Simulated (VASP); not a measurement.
Set up this calculation in VASP 6.6.1, as the native input.

```yaml
Task: single point
Functional: PBE-based screened hybrid with 25 % exact exchange
Potentials_or_basis: VASP PAW PBE potentials, release 64 (Mn_pv, O)
Cutoff: 520 eV
k_mesh: 5 × 5 × 5
Occupations: fermi-dirac, width 0.05 eV
Spin: collinear spin, ferromagnetic start
Starting_moments: "[4.0, 0.0] μB"
Dipole_correction: no
Grid_for_exact_exchange_PRECFOCK: Normal
Share_of_exact_exchange: 0.25
Further_INCAR_settings: ALGO = Normal; EDIFF = 1e-06; NBANDS = 20
Screening_parameter: 0.3 1/Å
```

Crystal: MnO.

```
Mn O
1.0
     2.67239    0.00000    0.00000
     0.00000    2.67239    0.00000
     0.00000    0.00000    2.67239
Mn O
1 1
Direct
  0.00000 0.00000 0.00000
  0.50000 0.50000 0.50000
```

One way to write it, as run:

POSCAR

```
MnO
1.0
    2.6723886600      0.0000000000      0.0000000000
    0.0000000000      2.6723886600      0.0000000000
    0.0000000000      0.0000000000      2.6723886600
Mn O
1 1
Direct
    0.0000000000      0.0000000000      0.0000000000
    0.5000000000      0.5000000000      0.5000000000
```

INCAR.step1

```
SYSTEM = MnO
PREC = Accurate
ENCUT = 520
EDIFF = 1E-5
ISMEAR = -1
SIGMA = 0.05
LREAL = .False.
LASPH = .True.
NELM = 150
ALGO = Normal
ISIF = 2
LWAVE = .True.
LCHARG = .False.
ISPIN = 2
MAGMOM = 4 0
LORBIT = 11
LMAXMIX = 4
NBANDS = 20
GGA = PE
```

INCAR.step2

```
SYSTEM = MnO
PREC = Accurate
ENCUT = 520
EDIFF = 1E-6
ISMEAR = -1
SIGMA = 0.05
LREAL = .False.
LASPH = .True.
NELM = 150
ALGO = Normal
ISIF = 2
LWAVE = .False.
LCHARG = .False.
ISPIN = 2
MAGMOM = 4 0
LORBIT = 11
LMAXMIX = 4
GGA = PE
LHFCALC = .True.
AEXX = 0.25
HFSCREEN = 0.3
PRECFOCK = Normal
NBANDS = 20
ISTART = 1
```

KPOINTS

```
Automatic mesh
0
Gamma
  5 5 5
  0 0 0
```

Potentials or basis: VASP PAW PBE potentials, release 64 (Mn_pv, O).

The run is started by

```console
$ cat potpaw_PBE.64/Mn_pv/POTCAR potpaw_PBE.64/O/POTCAR > POTCAR
$ cp INCAR.step1 INCAR
$ mpirun -np 1 vasp_std > vasp.out
$ cp INCAR.step2 INCAR
$ mpirun -np 1 vasp_std > vasp.out
```

Results of the run:

```yaml
Pressure: 17.2 GPa
Band_gap_on_the_k_mesh: 1.82 eV (least direct gap 2.80 eV)
Net_moment: 4.99 μB per cell
Site_moments: Mn +4.58; O +0.23 μB
Valence_electrons_inside_the_program's_atomic_spheres: Mn 11.37; O 5.05
```

Caveat: the k points lie up to 0.47 Å⁻¹ apart; the PAW data sets were made with another functional, which shifts forces and pressure a little; an odd mesh through Γ misses points on the zone boundary, where band edges can lie; a cell with one magnetic atom can't hold antiferromagnetic order, which such compounds often take.

Wall time 17 min on 1 thread of Intel(R) Xeon(R) Platinum 8488C (Sapphire Rapids), with other jobs on the host, peak memory 0.24 GiB.
